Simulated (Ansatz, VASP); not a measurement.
SnSe2 in VASP and in Ansatz

```
Sn Se
1.0
     3.82515    0.00000    0.00000
    -1.91257    3.31268    0.00000
     0.00000    0.00000    6.22708
Sn Se
1 2
Direct
  0.00000 0.00000 0.00000
  0.33333 0.66667 0.25308
  0.66667 0.33333 0.74692
```

Alike in both runs: task single point; functional r2SCAN; k mesh 12 × 12 × 4; no spin polarisation.

|  | VASP | Ansatz |
| --- | --- | --- |
| version | VASP 6.6.1 | Ansatz 0.2.0 |
| potentials or method | VASP PAW PBE potentials, release 64 (Sn_d, Se) | plane waves, PAW |
| plane-wave cutoff (eV) | 520 | 500 |
| occupations | gaussian, width 0.01 eV | fixed |
| valence electrons in the cell | 26 | 46 |

Ansatz gave:

| Item | Value |
| --- | --- |
| gap on the k mesh at the Fermi level (eV) | 1.01 |
| pressure (GPa) | 0.9 |
| rms of the force components (eV/Å) | 0.014 |

Q: Which values does VASP return?

A: gap on the k mesh at the Fermi level (eV): 1.01; pressure (GPa): 1.0; rms of the force components (eV/Å): 0.007.

VASP's potentials were made for PBE, not for r2SCAN. Atom by atom the forces differ by 0.006 eV/Å (rms over components). VASP's potentials hold 26 valence electrons a cell and Ansatz's 46, so a difference there can come from the potentials and not from the codes.
